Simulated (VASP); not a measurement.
Runs of VASP 6.6.1 on W. The structure is that of space group Fm-3m (No. 225), or close to it. The cells are those of the table. 

```tsv
level	cell	k mesh	gap on the mesh (eV)	pressure (GPa)
PBE	a = 2.855 Å, angles 60.0°, 1 atom	18 × 18 × 18	none	(b)
PBE	a = 2.736 Å, angles 60.0°, 1 atom	18 × 18 × 18	none	48.0
r2SCAN	a = 2.758 Å, angles 60.0°, 1 atom	18 × 18 × 18	none	32.9
PBE	a = 2.826 Å, angles 60.0°, 1 atom	18 × 18 × 18	none	9.8
PBE	a = 2.855, b = 4.037 Å, angles 45.0, 60.0, 90.0°, 1 atom	12 × 9 × 24	none	(a)
```

Alike in all rows: task single point; potentials or basis VASP PAW PBE potentials, release 64 (W_sv); no spin polarisation; cutoff (eV) 520; smearing gaussian 0.1 eV.

Fill in the values left out.

(a) 0.4; (b) 0.5.

Caveats: spin-orbit coupling is left out, which moves the levels of the heavy elements; the PAW data sets were made with another functional, which shifts forces and pressure a little (some runs).

A k mesh can miss the band edges, and the runs leave out spin-orbit coupling on W.

A gap of «none» marks levels without a gap at the run's occupations.
